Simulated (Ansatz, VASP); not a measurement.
# Two plane-wave programs on InP3

Contents of INCAR:

```
SYSTEM = InP3
  PREC = Accurate
  ENCUT = 520
  EDIFF = 1E-6
  ISMEAR = 0
  SIGMA = 0.15
  LREAL = .FALSE.
  LASPH = .TRUE.
  NELM = 60
  ALGO = Normal
  ISIF = 2
  LWAVE = .FALSE.
  LCHARG = .FALSE.
  GGA = PS
  NBANDS = 38
```

The input KPOINTS:

```
regular mesh
0
G
  6 6 6
  0 0 0
```

POSCAR

```
InP3
1.0
    3.7149867798      2.1448486173      3.4105513325
   -3.7149867798      2.1448486173      3.4105513325
    0.0000000000     -4.2896972347      3.4105513324
In P
2 6
Direct
    0.2732789115      0.2732789115      0.2732789115
    0.7267210885      0.7267210885      0.7267210885
    0.7947108827      0.2411926280      0.7947108827
    0.7947108827      0.7947108827      0.2411926280
    0.2411926280      0.7947108827      0.7947108827
    0.2052891173      0.7588073720      0.2052891173
    0.7588073720      0.2052891173      0.2052891173
    0.2052891173      0.2052891173      0.7588073720
```

Input for Ansatz:

```yaml
crystal:
  lattice:
    - [3.7149867798, 2.1448486173, 3.4105513325]
    - [-3.7149867798, 2.1448486173, 3.4105513325]
    - [0.0, -4.2896972347, 3.4105513324]
  atoms:
    - { symbol: In, position: [0.2732789115, 0.2732789115, 0.2732789115] }
    - { symbol: In, position: [0.7267210885, 0.7267210885, 0.7267210885] }
    - { symbol: P, position: [0.7947108827, 0.241192628, 0.7947108827] }
    - { symbol: P, position: [0.7947108827, 0.7947108827, 0.241192628] }
    - { symbol: P, position: [0.241192628, 0.7947108827, 0.7947108827] }
    - { symbol: P, position: [0.2052891173, 0.758807372, 0.2052891173] }
    - { symbol: P, position: [0.758807372, 0.2052891173, 0.2052891173] }
    - { symbol: P, position: [0.2052891173, 0.2052891173, 0.758807372] }
basis:
  ecutwfc: 420
kpoints:
  mp_grid: { grid: [6, 6, 6] }
hamiltonian:
  xc: pbesol
scf:
  occupations: { method: gaussian, width: 0.15 }
output:
  forces: true
  stress: true
  eigenvalues: true
```

Change from the starting cell: strain +0.000 along x and y, +0.040 along z, atoms carried along.

Alike in both runs: task single point; functional PBEsol; k mesh 6 × 6 × 6; occupations gaussian, width 0.15 eV; no spin polarisation.

|  | VASP | Ansatz |
| --- | --- | --- |
| version | VASP 6.6.1 | Ansatz 0.2.0 |
| potentials or method | VASP PAW PBE potentials, release 64 (In_d, P), cutoff 520 eV | scalar-relativistic, plane waves, PAW |
| valence electrons in the cell | 56 | 56 |

Ansatz gave:

| Item | Value |
| --- | --- |
| gap on the k mesh at the Fermi level (eV) | none |
| pressure (GPa) | -2.5 |
| traceless stress, the component that is largest in VASP (GPa) | -1.67 |
| rms of the force components (eV/Å) | 0.196 |

What did VASP give for the same quantities?

gap on the k mesh at the Fermi level (eV): none; pressure (GPa): -2.5; traceless stress, the component that is largest in VASP (GPa): -1.66; rms of the force components (eV/Å): 0.207.

VASP's potentials were made for PBE, not for PBEsol. Atom by atom the forces differ by 0.011 eV/Å (rms over components). A gap of «none» marks a metal or a gap that the smearing closes.
